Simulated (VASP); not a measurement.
Input of a VASP 6.6.1 run:

File POSCAR:

```
Be2Si
1.0
    0.0000000000      2.6413830465      2.6413830465
    2.6413830465      0.0000000000      2.6413830465
    2.6413830465      2.6413830465      0.0000000000
Si Be
1 2
Direct
    0.0000000000      0.0000000000      0.0000000000
    0.2500000000      0.2500000000      0.2500000000
    0.7500000000      0.7500000000      0.7500000000
```

Contents of INCAR.step1:

```
SYSTEM = Be2Si
ALGO = Normal ; EDIFF = 1E-5
ENCUT = 520 ; GGA = PE
GGA_COMPAT = .FALSE. ; ISIF = 2
ISMEAR = -1 ; LASPH = .TRUE.
LCHARG = .FALSE. ; LREAL = .FALSE.
LWAVE = .TRUE. ; NBANDS = 11
NELM = 120 ; PREC = Accurate
SIGMA = 0.02
```

File INCAR.step2:

```
SYSTEM = Be2Si
ALGO = Normal ; EDIFF = 1E-6
ENCUT = 520 ; GGA = PE
GGA_COMPAT = .FALSE. ; HFSCREEN = 0.2079
ISIF = 2 ; ISMEAR = -1
ISTART = 1 ; LASPH = .TRUE.
LCHARG = .FALSE. ; LHFCALC = .TRUE.
LREAL = .FALSE. ; LWAVE = .FALSE.
NBANDS = 11 ; NELM = 120
PREC = Accurate ; PRECFOCK = Normal
SIGMA = 0.02
```

Contents of KPOINTS:

```
k-points
0
G
  4 4 4
  0 0 0
```

Potentials or basis: VASP PAW PBE potentials, release 64 (Si, Be).

The run is started by

```bash
$ cat potpaw_PBE.64/Si/POTCAR potpaw_PBE.64/Be/POTCAR > POTCAR
$ cp INCAR.step1 INCAR
$ mpirun -np 1 vasp_std > vasp.out
$ cp INCAR.step2 INCAR
$ mpirun -np 1 vasp_std > vasp.out
```

Question: Predict the band gap on the k mesh.

Answer: Zero (bands 4 and 5 overlap by 0.71 eV).

Question: Predict the pressure.

Answer: -0.3 GPa.

Caveat: the k points lie up to 0.52 Å⁻¹ apart, too coarse for converged energies and pressures of a metal; the PAW data sets were made with another functional, which shifts forces and pressure a little.
